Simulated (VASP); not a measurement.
KTaO3:

```xyz
5
Lattice="4.0244 0.0000 0.0000 0.0000 4.0244 0.0000 0.0000 0.0000 4.0244" Properties=species:S:1:pos:R:3 pbc="T T T"
K     0.0000    0.0000    0.0000
Ta    2.0122    2.0122    2.0122
O     2.0122    2.0122    0.0000
O     2.0122    0.0000    2.0122
O     0.0000    2.0122    2.0122
```

* Program: VASP 6.6.1
* Task: relaxation of cell and atoms
* Functional: LDA
* Potentials or basis: VASP PAW LDA potentials, release 64 (K_sv, Ta_sv_GW, O)
* Cutoff: 700 eV
* k mesh: 6 × 6 × 6
* Occupations: fermi-dirac, width 0.02 eV
* Spin: no spin polarisation

At the start: pressure -10.0 GPa; volume 13.04 Å³/atom.

How do energy, volume and symmetry change on relaxing?

Over 4 steps the energy falls by 21.0 meV/atom and the volume is 12.39 Å³/atom (-5.0 %); space group Pm-3m (No. 221, to 0.1 Å) before and after.

The path:
| step | energy change (eV) | largest force (eV/Å) | pressure (GPa) | volume (Å³) |
| --- | --- | --- | --- | --- |
| 1 | 0.0000 | 0.0000 | -9.98 | 65.18 |
| 2 | 0.1110 | 0.0000 | 17.82 | 57.82 |
| 3 | -0.1051 | 0.0000 | -0.19 | 62.01 |
| 4 | -0.1052 | 0.0000 | 0.03 | 61.95 |

Final structure:
```xyz
5
Lattice="3.9568 0.0000 0.0000 0.0000 3.9568 0.0000 0.0000 0.0000 3.9568" Properties=species:S:1:pos:R:3 pbc="T T T"
K     0.0000    0.0000    0.0000
Ta    1.9784    1.9784    1.9784
O     1.9784    1.9784    0.0000
O     1.9784    0.0000    1.9784
O     0.0000    1.9784    1.9784
```
